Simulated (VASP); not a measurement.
# SnSe (Fm-3m) in VASP: further runs

The runs below take SnSe through single point, with PBEsol.

All numbers are computed with VASP 6.6.1; they aren't measurements. Logs are shortened: lines on timing, memory, paths and dates and some standing lists are left out, and cuts for length are marked.

### 1 The cell of the first run

Symmetry: Fm-3m, No. 225, cubic system. Conventional cell: a = 5.899 Å, b = 5.899 Å, c = 5.899 Å, α = 90.00°, β = 90.00°, γ = 90.00°. Sn (site symmetry m-3m) has 6 Se at 2.95 Å within 3.9 Å. Se (site symmetry m-3m) has 6 Sn at 2.95 Å within 3.9 Å.

### 2 Single point, PBEsol (volume scaled by 0.9405)

File INCAR:

```
SYSTEM = SnSe
ALGO = Normal
EDIFF = 1E-6
ENCUT = 520
GGA = PS
ISIF = 2
ISMEAR = -1
LASPH = .True.
LCHARG = .False.
LREAL = .False.
LWAVE = .False.
NBANDS = 17
NELM = 80
PREC = Accurate
SIGMA = 0.05
```

File KPOINTS:

```
k-points
0
Gamma
  11 11 11
  0 0 0
```

File POSCAR:

```
SnSe
1.0
    0.0000000000      2.9495018222      2.9495018222
    2.9495018222      0.0000000000      2.9495018222
    2.9495018222      2.9495018222      0.0000000000
Sn Se
1 1
Direct
    0.0000000000      0.0000000000      0.0000000000
    0.5000000000      0.5000000000      0.5000000000
```

Potentials or basis: VASP PAW PBE potentials, release 64 (Sn_d, Se).

Started as:

```
$ cat potpaw_PBE.64/Sn_d/POTCAR potpaw_PBE.64/Se/POTCAR > POTCAR
$ mpirun -np 1 vasp_std > vasp.out
```

OUTCAR:

```text
SYSTEM = SnSe
   EDIFF = 1E-6
   ENCUT = 520
   GGA = PS
   ISIF = 2
   ISMEAR = -1
   LASPH = .True.
   LREAL = .False.
   NELM = 80
   PREC = Accurate

 ion  position               nearest neighbor table
   1  0.000  0.000  0.000-   2 2.95   2 2.95   2 2.95   2 2.95   2 2.95   2 2.95
   2  0.500  0.500  0.500-   1 2.95   1 2.95   1 2.95   1 2.95   1 2.95   1 2.95

  LATTYP: Found a face centered cubic cell.
 ALAT       =     5.8990036444

  Lattice vectors:

 A1 = (   0.0000000000,   2.9495018222,   2.9495018222)
 A2 = (   2.9495018222,   0.0000000000,   2.9495018222)
 A3 = (   2.9495018222,   2.9495018222,   0.0000000000)

Analysis of symmetry for initial positions (statically):
=====================================================================
 Subroutine PRICEL returns:
 Original cell was already a primitive cell.

 Routine SETGRP: Setting up the symmetry group for a
 face centered cubic supercell.

 Subroutine GETGRP returns: Found 48 space group operations
 (whereof 48 operations were pure point group operations)
 out of a pool of 48 trial point group operations.

The static configuration has the point symmetry O_h .

Analysis of symmetry for dynamics (positions and initial velocities):
=====================================================================
 Subroutine PRICEL returns:
 Original cell was already a primitive cell.

 Routine SETGRP: Setting up the symmetry group for a
 face centered cubic supercell.

 Subroutine GETGRP returns: Found 48 space group operations
 (whereof 48 operations were pure point group operations)
 out of a pool of 48 trial point group operations.

The dynamic configuration has the point symmetry O_h .

 Subroutine INISYM returns: Found 48 space group operations
 (whereof 48 operations are pure point group operations),
 and found     1 'primitive' translations

----------------------------------------------------------------------------------------

                                     Primitive cell

  volume of cell :      51.3187

  direct lattice vectors                    reciprocal lattice vectors
     0.000000000  2.949501822  2.949501822    -0.169520153  0.169520153  0.169520153
     2.949501822  0.000000000  2.949501822     0.169520153 -0.169520153  0.169520153
     2.949501822  2.949501822  0.000000000     0.169520153  0.169520153 -0.169520153

  length of vectors
     4.171225479  4.171225479  4.171225479     0.293617518  0.293617518  0.293617518

  position of ions in fractional coordinates (direct lattice)
     0.000000000  0.000000000  0.000000000
     0.500000000  0.500000000  0.500000000

  ion indices of the primitive-cell ions
   primitive index   ion index
                 1           1
                 2           2

----------------------------------------------------------------------------------------

 KPOINTS: k-points

Automatic generation of k-mesh.
 Grid dimensions read from file:
 generate k-points for:   11   11   11

 Generating k-lattice:

  Cartesian coordinates                     Fractional coordinates (reciprocal lattice)
    -0.015410923  0.015410923  0.015410923     0.090909091  0.000000000  0.000000000
     0.015410923 -0.015410923  0.015410923     0.000000000  0.090909091  0.000000000
     0.015410923  0.015410923 -0.015410923     0.000000000  0.000000000  0.090909091

  Length of vectors
     0.026692502  0.026692502  0.026692502

  Shift w.r.t. Gamma in fractional coordinates (k-lattice)
     0.000000000  0.000000000  0.000000000

 Subroutine IBZKPT returns following result:
 ===========================================

 Found     56 irreducible k-points:

 Following reciprocal coordinates:
            Coordinates               Weight
  0.000000  0.000000  0.000000      1.000000
  0.090909  0.000000  0.000000      8.000000
  0.181818  0.000000  0.000000      8.000000
  0.272727  0.000000  0.000000      8.000000
  0.363636  0.000000  0.000000      8.000000
  0.454545  0.000000  0.000000      8.000000
[... 16 lines left out ...]
 -0.272727  0.181818  0.000000     24.000000
 -0.181818  0.181818  0.000000     12.000000
 [... further k-points ...]
   k-points           NKPTS =     56   k-points in BZ     NKDIM =     56   number of bands    NBANDS=     17
   number of dos      NEDOS =    301   number of ions     NIONS =      2
   total plane-waves  NPLWV =  32768
   dimension x,y,z NGX =    32 NGY =   32 NGZ =   32
   dimension x,y,z NGXF=    64 NGYF=   64 NGZF=   64
   ions per type =               1   1
   NGX,Y,Z   is equivalent  to a cutoff of  12.75, 12.75, 12.75 a.u.
   NGXF,Y,Z  is equivalent  to a cutoff of  25.51, 25.51, 25.51 a.u.
 SYSTEM =  SnSe
   PREC   = accura    normal or accurate (medium, high low for compatibility)
   ISTART =      0    job   : 0-new  1-cont  2-samecut
   ICHARG =      2    charge: 1-file 2-atom 10-const
   ISPIN  =      1    spin polarized calculation?
   LNONCOLLINEAR =      F non collinear calculations
   LSORBIT =      F    spin-orbit coupling
   LASPH  =      T    aspherical Exc in radial PAW
   ENCUT  =  520.0 eV  38.22 Ry    6.18 a.u.   7.76  7.76  7.76*2*pi/ulx,y,z
   NELM   =     80;   NELMIN=  2; NELMDL= -5     # of ELM steps
   EDIFF  = 0.1E-05   stopping-criterion for ELM
   LREAL  =      F    real-space projection
   EDIFFG = 0.1E-04   stopping-criterion for IOM
   NSW    =      0    number of steps for IOM
   IBRION =     -1    ionic relax: 0-MD 1-quasi-New 2-CG
   NFREE  =      0    steps in history (QN), initial steepest desc. (CG)
   ISIF   =      2    stress and relaxation
   ISYM   =      2    0-nonsym 1-usesym 2-fastsym
   POTIM  = 0.5000    time-step for ionic-motion
   TEBEG  =    0.0;   TEEND  =   0.0 temperature during run
   PSTRESS=    0.0 pullay stress
   NELECT =      20.0000    total number of electrons
   NUPDOWN=      -1.0000    fix difference up-down
   EMIN   =  10.00;   EMAX   =-10.00  energy-range for DOS
   EFERMI =   0.00;   METHOD = LEGACY
   ISMEAR =    -1;   SIGMA  =   0.05  broadening in eV -4-tet -1-fermi 0-gaus
   EFERMI_NEDOS =   21; number of points for ismear=-14 and -15
   IALGO  =     38    algorithm
   IMIX   =      4    mixing-type and parameters
     AMIX     =   0.40;   BMIX     =  1.00
     AMIX_MAG =   1.60;   BMIX_MAG =  1.00
  volume/ion in A,a.u.               =      25.66       173.16
  Fermi-wavevector in a.u.,A,eV,Ry     =   1.195803  2.259739 19.455568  1.429944
  Thomas-Fermi vector in A             =   2.331759
   LORBIT       =      0    0 simple, 1 ext, 2 COOP (PROOUT), +10 PAW based schemes
   GGA     = PS    functional components
   LHFCALC =     F    Hartree Fock is set to
   AEXX    =    0.0000 exact exchange contribution
   IVDW    =     0    specifies the selected vdW correction
   LEPSILON=     F    determine dielectric tensor
   LRPA    =     F    only Hartree local field effects (RPA)
 non-spin polarized calculation
  energy-cutoff  :      520.00
  volume of cell :       51.32
 maximum number of plane-waves:      1411
   NGX = 15   NGY = 15   NGZ = 15

 number of electron      19.9999999 magnetization

 Free energy of the ion-electron system (eV)
  ---------------------------------------------------
  ext. energy  EPLUGINS =         0.00000000
  ---------------------------------------------------
  free energy    TOTEN  =        -8.96918942 eV

  energy without entropy =       -8.96843356  energy(sigma->0) =       -8.96881149

 E-fermi :   6.3562     XC(G=0): -10.0516

 val. band max:        6.2074117171   @ k =  -0.3636   0.0909   0.0000
 cond. band min:       6.5081087266   @ k =  -0.3636   0.0909   0.0000
 fundamental gap:      0.3006970095
 Fermi energy:         6.3561558817

 k-point     1 :       0.0000    0.0000    0.0000
  band No.  band energies     occupation
      1     -15.3410      2.00000
      2     -15.3410      2.00000
      3     -15.3390      2.00000
      4     -15.3390      2.00000
      5     -15.3390      2.00000
      6      -8.1674      2.00000
[... 9 lines left out ...]
     16      11.8679      0.00000
     17      14.1057      0.00000

 k-point     2 :       0.0909    0.0000    0.0000
  band No.  band energies     occupation
      1     -15.3416      2.00000
      2     -15.3416      2.00000
      3     -15.3388      2.00000
      4     -15.3378      2.00000
      5     -15.3378      2.00000
      6      -8.1016      2.00000
[... 9 lines left out ...]
     16      12.0923      0.00000
     17      14.8431      0.00000

 k-point     3 :       0.1818    0.0000    0.0000
  band No.  band energies     occupation
      1     -15.3439      2.00000
      2     -15.3439      2.00000
      3     -15.3381      2.00000
      4     -15.3343      2.00000
      5     -15.3343      2.00000
      6      -7.9132      2.00000
[... 9 lines left out ...]
     16      12.6521      0.00000
     17      16.4345      0.00000

 k-point     4 :       0.2727    0.0000    0.0000
  band No.  band energies     occupation
      1     -15.3470      2.00000
      2     -15.3470      2.00000
      3     -15.3373      2.00000
      4     -15.3295      2.00000
      5     -15.3295      2.00000
      6      -7.6334      2.00000
[... 9 lines left out ...]
     16      13.5144      0.00000
     17      18.1597      0.00000
[... 343 lines left out ...]
      1     -15.3556      2.00000
      2     -15.3476      2.00000
      3     -15.3332      2.00000
      4     -15.3258      2.00000
      5     -15.3239      2.00000
      6      -7.0286      2.00000
[... 9 lines left out ...]
     16      14.8638      0.00000
     17      17.8873      0.00000

 k-point    23 :      -0.2727    0.1818    0.0000
  band No.  band energies     occupation
      1     -15.3514      2.00000
      2     -15.3478      2.00000
      3     -15.3346      2.00000
      4     -15.3280      2.00000
      5     -15.3258      2.00000
      6      -7.2597      2.00000
[... 9 lines left out ...]
     16      16.2562      0.00000
     17      17.0063      0.00000

 k-point    24 :      -0.1818    0.1818    0.0000
  band No.  band energies     occupation
      1     -15.3473      2.00000
      2     -15.3470      2.00000
      3     -15.3366      2.00000
      4     -15.3318      2.00000
      5     -15.3273      2.00000
      6      -7.5390      2.00000
[... 9 lines left out ...]
     16      15.2318      0.00000
     17      15.7325      0.00000

 [... further k-points ...]

------------------------ aborting loop because EDIFF is reached ----------------------------------------

  FORCE on cell =-STRESS in cart. coord.  units (eV):
  Direction    XX          YY          ZZ          XY          YZ          ZX
  --------------------------------------------------------------------------------------
  -------------------------------------------------------------------------------------
  Total        0.4988717      0.4988717      0.4988717     -0.0000000     -0.0000000      0.0000000
  in kB       15.5748341     15.5748341     15.5748341     -0.0000000     -0.0000000      0.0000000
  external PRESSURE =      15.5748341 kB  Pullay stress =       0.0000000 kB

 VOLUME and BASIS-vectors are now :
 -----------------------------------------------------------------------------
  energy-cutoff  :      520.00
  volume of cell :       51.32
      direct lattice vectors                 reciprocal lattice vectors
     0.000000000  2.949501822  2.949501822    -0.169520153  0.169520153  0.169520153
     2.949501822  0.000000000  2.949501822     0.169520153 -0.169520153  0.169520153
     2.949501822  2.949501822  0.000000000     0.169520153  0.169520153 -0.169520153

 POSITION                                       TOTAL-FORCE (eV/Angst)
 -----------------------------------------------------------------------------------
      0.00000      0.00000      0.00000         0.000000      0.000000      0.000000
      2.94950      2.94950      2.94950        -0.000000     -0.000000     -0.000000
 -----------------------------------------------------------------------------------
    total drift:                                0.000000     -0.000000     -0.000000

  FREE ENERGIE OF THE ION-ELECTRON SYSTEM (eV)
  ---------------------------------------------------
  free  energy   TOTEN  =        -8.9691894187 eV

  energy  without entropy=       -8.9684335609  energy(sigma->0) =       -8.96881149
```

Run time: 36 s. Hardware: 1 thread of Intel Xeon 8259CL, shared host; peak memory 0.2 GiB.

What came out:

| Quantity | Value |
| --- | --- |
| Free energy | -8.9692 eV |
| Pressure | 1.6 GPa |

Levels at points of the mesh, in eV from the Fermi level:
```csv
k point,band 8,band 9,band 10,band 11,band 12,band 13
"(0.00, 0.00, 0.00)",-2.58,-2.58,-2.58,4.30,4.30,4.30
```

Caveat: this odd mesh misses L, where the gap lies, so gap, dielectric constants and Born charges aren't listed; the PAW data sets were made with another functional, which shifts forces and pressure a little; spin-orbit coupling is left out, which moves the levels of the heavy elements.

### 3 Single point, PBEsol (volume scaled by 0.98)

File INCAR:

```
SYSTEM = SnSe
PREC = Accurate
ENCUT = 520
EDIFF = 1E-7
ISMEAR = -1
SIGMA = 0.05
LREAL = .False.
LASPH = .True.
NELM = 80
ALGO = Normal
ISIF = 2
LWAVE = .False.
LCHARG = .False.
GGA = PS
NBANDS = 17
```

File KPOINTS:

```
Automatic mesh
0
Gamma
  11 11 11
  0 0 0
```

File POSCAR:

```
SnSe
1.0
    0.0000000000      2.9902288509      2.9902288509
    2.9902288509      0.0000000000      2.9902288509
    2.9902288509      2.9902288509      0.0000000000
Sn Se
1 1
Direct
    0.0000000000      0.0000000000      0.0000000000
    0.5000000000      0.5000000000      0.5000000000
```

Potentials or basis: VASP PAW PBE potentials, release 64 (Sn_d, Se).

Started as:

```
$ cat potpaw_PBE.64/Sn_d/POTCAR potpaw_PBE.64/Se/POTCAR > POTCAR
$ mpirun -np 1 vasp_std > vasp.out
```

Wall time 45 s (1 thread of Intel Xeon 8259CL, shared host); peak memory 0.2 GiB.

The run converged. Its results:

```yaml
Free_energy: -8.9744 eV
Pressure: -0.8 GPa
```

Levels at points of the mesh, in eV from the Fermi level:
```
           k point  band 6  band 7  band 8  band 9  band 10  band 11  band 12  band 13  band 14  band 15
(0.00, 0.00, 0.00)  -14.19   -5.23   -2.42   -2.42    -2.42     4.17     4.17     4.17     5.60     5.60
```

Caveat: this odd mesh misses L, where the gap lies, so gap, dielectric constants and Born charges aren't listed; the PAW data sets were made with another functional, which shifts forces and pressure a little; spin-orbit coupling is left out, which moves the levels of the heavy elements.

### 4 Single point, PBEsol (volume scaled by 1.02)

File INCAR:

```
ALGO = Normal ; EDIFF = 1E-7
ENCUT = 520 ; GGA = PS
ISIF = 2 ; ISMEAR = -1
LASPH = True ; LCHARG = False
LREAL = False ; LWAVE = False
NBANDS = 17 ; NELM = 80
PREC = Accurate ; SIGMA = 0.05
```

File KPOINTS:

```
k-points
0
Gamma
  11 11 11
```

File POSCAR:

```
SnSe
1.0
    0.0000000000      3.0303709409      3.0303709409
    3.0303709409      0.0000000000      3.0303709409
    3.0303709409      3.0303709409      0.0000000000
Sn Se
1 1
Direct
    0.0000000000      0.0000000000      0.0000000000
    0.5000000000      0.5000000000      0.5000000000
```

Started as:

```
$ cat potpaw_PBE.64/Sn_d/POTCAR potpaw_PBE.64/Se/POTCAR > POTCAR
$ mpirun -np 1 vasp_std > vasp.out
```

Run time: 50 s. Hardware: 1 thread of Intel Xeon 8259CL, shared host; peak memory 0.21 GiB.

The run converged. Its results:

- Free energy: -8.9506 eV
- Pressure: -2.7 GPa

Levels at points of the mesh, in eV from the Fermi level:
| k point | band 6 | band 7 | band 8 | band 9 | band 10 | band 11 | band 12 | band 13 | band 14 | band 15 |
| --- | --- | --- | --- | --- | --- | --- | --- | --- | --- | --- |
| (0.00, 0.00, 0.00) | -13.89 | -5.32 | -2.28 | -2.28 | -2.28 | 4.06 | 4.06 | 4.06 | 5.67 | 5.67 |

Caveat: this odd mesh misses L, where the gap lies, so gap, dielectric constants and Born charges aren't listed; the PAW data sets were made with another functional, which shifts forces and pressure a little; spin-orbit coupling is left out, which moves the levels of the heavy elements.

### 5 Overview

```csv
cell,pressure (GPa)
"a = 4.171 Å, angles 60.0°, 2 atoms",1.6
"a = 4.229 Å, angles 60.0°, 2 atoms",-0.8
"a = 4.286 Å, angles 60.0°, 2 atoms",-2.7
```

Alike in all rows: task single point; level PBEsol; potentials or basis VASP PAW PBE potentials, release 64 (Sn_d, Se); no spin polarisation; k mesh 11 × 11 × 11; cutoff (eV) 520; smearing fermi-dirac 0.05 eV.

Caveats: the PAW data sets were made with another functional, which shifts forces and pressure a little; spin-orbit coupling is left out, which moves the levels of the heavy elements.

Total energies depend on the potentials used, so only differences within one code and one set of settings carry meaning.
